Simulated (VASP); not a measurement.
# Cu6N in VASP: single point with PBE+D3(BJ)

Aim: the single point of Cu6N with PBE+D3(BJ).

All numbers are computed with VASP 6.6.1; they aren't measurements. Logs are shortened: lines on timing, memory, paths and dates and some standing lists are left out, and cuts for length are marked.

## Step 1: The cell of the first run

The cell holds a slab with vacuum, 14 atoms: a = 5.039 Å, b = 5.039 Å, c = 22.822 Å, α = 90.00°, β = 90.00°, γ = 120.00°.

## Step 2: Single point, PBE+D3(BJ)

INCAR

```
  ALGO = Normal
  DIPOL = 0.5 0.5 0.304
  EDIFF = 1E-6
  ENCUT = 520
  GGA = PE
  IDIPOL = 3
  ISIF = 2
  ISMEAR = 0
  IVDW = 12
  LASPH = T
  LCHARG = F
  LDIPOL = T
  LREAL = F
  LWAVE = F
  NBANDS = 84
  NELM = 100
  PREC = Accurate
  SIGMA = 0.1
```

KPOINTS

```
k-points
0
Gamma
  6 6 1
```

POSCAR

```
Cu6N
1.0
    5.0393684011      0.0000000000      0.0000000000
   -2.5196842005      4.3642210544      0.0000000000
    0.0000000000      0.0000000000     22.8221943999
Cu N
12 2
Direct
    0.3333333333      0.1666666667      0.1752679839
    0.3333333333      0.6666666667      0.1752679839
    0.8333333333      0.1666666667      0.1752679839
    0.8333333333      0.6666666667      0.1752679839
    0.1666666667      0.3333333333      0.2655783499
    0.1666666667      0.8333333333      0.2655783499
    0.6666666667      0.3333333333      0.2655783499
    0.6666666667      0.8333333333      0.2655783499
    0.0000000000      0.0000000000      0.3558901593
    0.0000000000      0.5000000000      0.3558901593
    0.5000000000      0.0000000000      0.3558901593
    0.5000000000      0.5000000000      0.3558901593
    0.0000000000      0.0000000000      0.5136313448
    0.0000000000      0.0000000000      0.5618300403
```

Potentials or basis: VASP PAW PBE potentials, release 64 (Cu, N).

Command:

```bash
$ cat potpaw_PBE.64/Cu/POTCAR potpaw_PBE.64/N/POTCAR > POTCAR
$ mpirun -np 1 vasp_std > vasp.out
```

OUTCAR:

```text
EDIFF = 1E-6
   ENCUT = 520
   GGA = PE
   ISIF = 2
   ISMEAR = 0
   IVDW = 12
   LASPH = T
   LREAL = F
   NELM = 100
   PREC = Accurate
 IVDW          = 12

 ion  position               nearest neighbor table
   1  0.333  0.167  0.175-   2 2.52   2 2.52   3 2.52   3 2.52   4 2.52   4 2.52   5 2.52   6 2.52
                             7 2.52
   2  0.333  0.667  0.175-   1 2.52   1 2.52   4 2.52   4 2.52   3 2.52   3 2.52   6 2.52   5 2.52
                             8 2.52
   3  0.833  0.167  0.175-   4 2.52   4 2.52   1 2.52   1 2.52   2 2.52   2 2.52   7 2.52   8 2.52
                             5 2.52
   4  0.833  0.667  0.175-   3 2.52   3 2.52   2 2.52   2 2.52   1 2.52   1 2.52   8 2.52   7 2.52
                             6 2.52
   5  0.167  0.333  0.266-   6 2.52   6 2.52   7 2.52   7 2.52   8 2.52   8 2.52   1 2.52   2 2.52
                             3 2.52   9 2.52  12 2.52  10 2.52
   6  0.167  0.833  0.266-   5 2.52   5 2.52   8 2.52   8 2.52   7 2.52   7 2.52   2 2.52   1 2.52
                             4 2.52  10 2.52  11 2.52   9 2.52
   7  0.667  0.333  0.266-   8 2.52   8 2.52   5 2.52   5 2.52   6 2.52   6 2.52   3 2.52   4 2.52
                             1 2.52  11 2.52  10 2.52  12 2.52
   8  0.667  0.833  0.266-   7 2.52   7 2.52   6 2.52   6 2.52   5 2.52   5 2.52   4 2.52   3 2.52
                             2 2.52  12 2.52   9 2.52  11 2.52
   9  0.000  0.000  0.356-  10 2.52  10 2.52  11 2.52  11 2.52  12 2.52  12 2.52   5 2.52   8 2.52
                             6 2.52
  10  0.000  0.500  0.356-   9 2.52   9 2.52  12 2.52  12 2.52  11 2.52  11 2.52   6 2.52   7 2.52
                             5 2.52
  11  0.500  0.000  0.356-  12 2.52  12 2.52   9 2.52   9 2.52  10 2.52  10 2.52   7 2.52   6 2.52
                             8 2.52
  12  0.500  0.500  0.356-  11 2.52  11 2.52  10 2.52  10 2.52   9 2.52   9 2.52   8 2.52   5 2.52
                             7 2.52
  13  0.000  0.000  0.514-  14 1.10
  14  0.000  0.000  0.562-  13 1.10

  LATTYP: Found a hexagonal cell.
 ALAT       =     5.0393684011
 C/A-ratio  =     4.5287807089

  Lattice vectors:

 A1 = (   5.0393684011,   0.0000000000,   0.0000000000)
 A2 = (  -2.5196842005,   4.3642210544,   0.0000000000)
 A3 = (   0.0000000000,   0.0000000000,  22.8221943999)

Analysis of symmetry for initial positions (statically):
=====================================================================
 Subroutine PRICEL returns:
 Original cell was already a primitive cell.

 Routine SETGRP: Setting up the symmetry group for a
 hexagonal supercell.

 Subroutine GETGRP returns: Found  6 space group operations
 (whereof  6 operations were pure point group operations)
 out of a pool of 24 trial point group operations.

The static configuration has the point symmetry C_3v.

Analysis of symmetry for dynamics (positions and initial velocities):
=====================================================================
 Subroutine PRICEL returns:
 Original cell was already a primitive cell.

 Routine SETGRP: Setting up the symmetry group for a
 hexagonal supercell.

 Subroutine GETGRP returns: Found  6 space group operations
 (whereof  6 operations were pure point group operations)
 out of a pool of 24 trial point group operations.

The dynamic configuration has the point symmetry C_3v.

 Subroutine INISYM returns: Found  6 space group operations
 (whereof  6 operations are pure point group operations),
 and found     1 'primitive' translations

----------------------------------------------------------------------------------------

                                     Primitive cell

  volume of cell :     501.9266

  direct lattice vectors                    reciprocal lattice vectors
     5.039368401  0.000000000  0.000000000     0.198437566  0.114567982  0.000000000
    -2.519684200  4.364221054  0.000000000     0.000000000  0.229135964  0.000000000
     0.000000000  0.000000000 22.822194400     0.000000000  0.000000000  0.043816996

  length of vectors
     5.039368401  5.039368401 22.822194400     0.229135964  0.229135964  0.043816996

  position of ions in fractional coordinates (direct lattice)
     0.333333333  0.166666667  0.175267984
     0.333333333  0.666666667  0.175267984
     0.833333333  0.166666667  0.175267984
     0.833333333  0.666666667  0.175267984
     0.166666667  0.333333333  0.265578350
     0.166666667  0.833333333  0.265578350
     0.666666667  0.333333333  0.265578350
[... 50 lines left out ...]

 Following reciprocal coordinates:
            Coordinates               Weight
  0.000000  0.000000  0.000000      1.000000
  0.166667  0.000000  0.000000      6.000000
  0.333333 -0.000000  0.000000      6.000000
  0.500000  0.000000  0.000000      3.000000
  0.166667  0.166667  0.000000      6.000000
  0.333333  0.166667  0.000000     12.000000
  0.333333  0.333333  0.000000      2.000000
   k-points           NKPTS =      7   k-points in BZ     NKDIM =      7   number of bands    NBANDS=     84
   number of dos      NEDOS =    301   number of ions     NIONS =     14
   total plane-waves  NPLWV = 288000
   dimension x,y,z NGX =    40 NGY =   40 NGZ =  180
   dimension x,y,z NGXF=    80 NGYF=   80 NGZF=  360
   ions per type =              12   2
   NGX,Y,Z   is equivalent  to a cutoff of  13.20, 13.20, 13.11 a.u.
   NGXF,Y,Z  is equivalent  to a cutoff of  26.39, 26.39, 26.22 a.u.
 SYSTEM =  unknown system
   PREC   = accura    normal or accurate (medium, high low for compatibility)
   ISTART =      0    job   : 0-new  1-cont  2-samecut
   ICHARG =      2    charge: 1-file 2-atom 10-const
   ISPIN  =      1    spin polarized calculation?
   LNONCOLLINEAR =      F non collinear calculations
   LSORBIT =      F    spin-orbit coupling
   LASPH  =      T    aspherical Exc in radial PAW
   ENCUT  =  520.0 eV  38.22 Ry    6.18 a.u.   9.37  9.37 42.43*2*pi/ulx,y,z
   NELM   =    100;   NELMIN=  2; NELMDL= -5     # of ELM steps
   EDIFF  = 0.1E-05   stopping-criterion for ELM
   LREAL  =      F    real-space projection
   EDIFFG = 0.1E-04   stopping-criterion for IOM
   NSW    =      0    number of steps for IOM
   IBRION =     -1    ionic relax: 0-MD 1-quasi-New 2-CG
   NFREE  =      0    steps in history (QN), initial steepest desc. (CG)
   ISIF   =      2    stress and relaxation
   ISYM   =      2    0-nonsym 1-usesym 2-fastsym
   POTIM  = 0.5000    time-step for ionic-motion
   TEBEG  =    0.0;   TEEND  =   0.0 temperature during run
   PSTRESS=    0.0 pullay stress
   NELECT =     142.0000    total number of electrons
   NUPDOWN=      -1.0000    fix difference up-down
   EMIN   =  10.00;   EMAX   =-10.00  energy-range for DOS
   EFERMI =   0.00;   METHOD = LEGACY
   ISMEAR =     0;   SIGMA  =   0.10  broadening in eV -4-tet -1-fermi 0-gaus
   EFERMI_NEDOS =   21; number of points for ismear=-14 and -15
   IALGO  =     38    algorithm
   IMIX   =      4    mixing-type and parameters
     AMIX     =   0.40;   BMIX     =  1.00
     AMIX_MAG =   1.60;   BMIX_MAG =  1.00
  volume/ion in A,a.u.               =      35.85       241.94
  Fermi-wavevector in a.u.,A,eV,Ry     =   1.074709  2.030905 15.714720  1.154999
  Thomas-Fermi vector in A             =   2.210545
   LORBIT       =      0    0 simple, 1 ext, 2 COOP (PROOUT), +10 PAW based schemes
   GGA     = PE    functional components
   LHFCALC =     F    Hartree Fock is set to
   AEXX    =    0.0000 exact exchange contribution
   IVDW    =    12    specifies the selected vdW correction
   LEPSILON=     F    determine dielectric tensor
   LRPA    =     F    only Hartree local field effects (RPA)
 non-spin polarized calculation
 Gauss-broadening in eV      SIGMA  =   0.10
  energy-cutoff  :      520.00
  volume of cell :      501.93
 maximum number of plane-waves:     13597
 NGX is ok and might be reduce to    40
   NGX = 19   NGY = 19   NGZ = 85

 dipolmoment           0.000000      0.000000      0.014166 electrons x Angstroem

 number of electron     141.9999971 magnetization

 dipolmoment           0.000000      0.000000     -0.009313 electrons x Angstroem

 Free energy of the ion-electron system (eV)
  ---------------------------------------------------
  ext. energy  EPLUGINS =         0.00000000
  ---------------------------------------------------
  free energy    TOTEN  =       -57.56528885 eV

  energy without entropy =      -57.48981150  energy(sigma->0) =      -57.52755018

 E-fermi :  -0.8724     XC(G=0):  -5.0168

 val. band max:       -0.8879958120   @ k =   0.1667   0.0000   0.0000
 cond. band min:      -0.8580552287   @ k =   0.1667   0.0000   0.0000
 fundamental gap:      0.0299405833
 Fermi energy:        -0.8723627902

 k-point     1 :       0.0000    0.0000    0.0000
  band No.  band energies     occupation
      1     -24.7733      2.00000
      2      -9.8567      2.00000
      3      -9.7505      2.00000
      4      -7.9987      2.00000
      5      -7.9987      2.00000
      6      -7.7071      2.00000
[... 591 lines left out ...]
     82       3.4499      0.00000
     83       4.0727      0.00000
 [bands above 83 left out]

------------------------ aborting loop because EDIFF is reached ----------------------------------------

 vacuum level on the upper side and lower side of the slab       (xc-potential included)        -0.201        -0.136

 Edisp (eV)   -4.87087

 E8    (eV) :    -2.1694

  FORCE on cell =-STRESS in cart. coord.  units (eV):
  Direction    XX          YY          ZZ          XY          YZ          ZX
  --------------------------------------------------------------------------------------
  -------------------------------------------------------------------------------------
  Total      -3.18138    -3.18138     2.73723    -0.00000     0.00000     0.00000
  in kB     -10.15514   -10.15514     8.73740    -0.00000     0.00000     0.00000
  external pressure =       -3.86 kB  Pullay stress =        0.00 kB

 VOLUME and BASIS-vectors are now :
 -----------------------------------------------------------------------------
  energy-cutoff  :      520.00
  volume of cell :      501.93
      direct lattice vectors                 reciprocal lattice vectors
     5.039368401  0.000000000  0.000000000     0.198437566  0.114567982  0.000000000
    -2.519684200  4.364221054  0.000000000     0.000000000  0.229135964  0.000000000
     0.000000000  0.000000000 22.822194400     0.000000000  0.000000000  0.043816996

 POSITION                                       TOTAL-FORCE (eV/Angst)
 -----------------------------------------------------------------------------------
      1.25984      0.72737      4.00000         0.001056      0.000610     -0.048457
     -0.00000      2.90948      4.00000         0.000000      0.000000     -0.043529
      3.77953      0.72737      4.00000        -0.001056      0.000610     -0.048457
      2.51968      2.90948      4.00000        -0.000000     -0.001220     -0.048457
      0.00000      1.45474      6.06108        -0.000000     -0.003601      0.001233
     -1.25984      3.63685      6.06108        -0.003118      0.001800      0.001233
      2.51968      1.45474      6.06108         0.000000      0.000000      0.001114
      1.25984      3.63685      6.06108         0.003118      0.001800      0.001233
      0.00000      0.00000      8.12219         0.000000      0.000000      0.068181
     -1.25984      2.18211      8.12219        -0.000481     -0.000278      0.052546
      2.51968      0.00000      8.12219         0.000000      0.000556      0.052546
      1.25984      2.18211      8.12219         0.000481     -0.000278      0.052546
      0.00000      0.00000     11.72219         0.000000      0.000000     -2.157867
      0.00000      0.00000     12.82219         0.000000      0.000000      2.116133
 -----------------------------------------------------------------------------------
    total drift:                               -0.000001     -0.000002      0.005743

  FREE ENERGIE OF THE ION-ELECTRON SYSTEM (eV)
  ---------------------------------------------------
  free  energy   TOTEN  =       -62.4361568135 eV

  energy  without entropy=      -62.3606794610  energy(sigma->0) =      -62.39841814

 vacuum level on the upper side and lower side of the slab         3.695         3.769
```

Run time: 13 min. Hardware: 1 thread of Intel Xeon Platinum 8488C (Sapphire Rapids), shared host; peak memory 0.67 GiB.

What came out:

* Free energy: -62.4362 eV
* Largest force: 2.158 eV/Å
* Band gap on the k mesh: zero (bands 71 and 72 overlap by 0.41 eV)
* Dispersion energy per atom: -0.348 eV

Forces on the atoms (eV/Å):
```
Cu   0.001  0.001 -0.048
Cu   0.000  0.000 -0.044
Cu  -0.001  0.001 -0.048
Cu   0.000 -0.001 -0.048
Cu   0.000 -0.004  0.001
Cu  -0.003  0.002  0.001
Cu   0.000  0.000  0.001
Cu   0.003  0.002  0.001
Cu   0.000  0.000  0.068
Cu   0.000  0.000  0.053
Cu   0.000  0.001  0.053
Cu   0.000  0.000  0.053
N    0.000  0.000 -2.158
N    0.000  0.000  2.116
```

Caveat: the standard files for N, O and F lose accuracy on very short bonds.

The gap in the log of VASP goes by the Fermi energy; the results here count the filled bands.